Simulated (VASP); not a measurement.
**In: single point with PBE**

The system is In.

```
CELL_PARAMETERS angstrom
3.09321 0.00000 0.00000
-1.54660 2.67880 0.00000
0.00000 0.00000 2.92638
ATOMIC_POSITIONS crystal
In 0.00000 0.00000 0.00000
```

```
Program             : VASP 6.6.1
Task                : single point
Functional          : PBE
Potentials or basis : VASP PAW PBE potentials, release 64 (In_d)
Cutoff              : 520 eV
k mesh              : 15 × 15 × 14
Occupations         : fermi-dirac, width 0.1 eV
Spin                : no spin polarisation
```

The pressure is 7.7 GPa.

Levels at points of the mesh, in eV from the Fermi level:
| k point | band 5 | band 6 | band 7 | band 8 | band 9 | band 10 |
| --- | --- | --- | --- | --- | --- | --- |
| (0.00, 0.00, 0.00) | -14.30 | -10.08 | 7.70 | 10.51 | 10.51 | 11.37 |
| (0.00, 0.00, 0.50) | -14.57 | -5.81 | -4.13 | 14.49 | 14.78 | 14.78 |

Wall time 20 s on 1 thread of Intel Xeon 6975P-C (shared host), peak memory 0.18 GiB.

Caveat: spin-orbit coupling is left out, which moves the levels of the heavy elements.
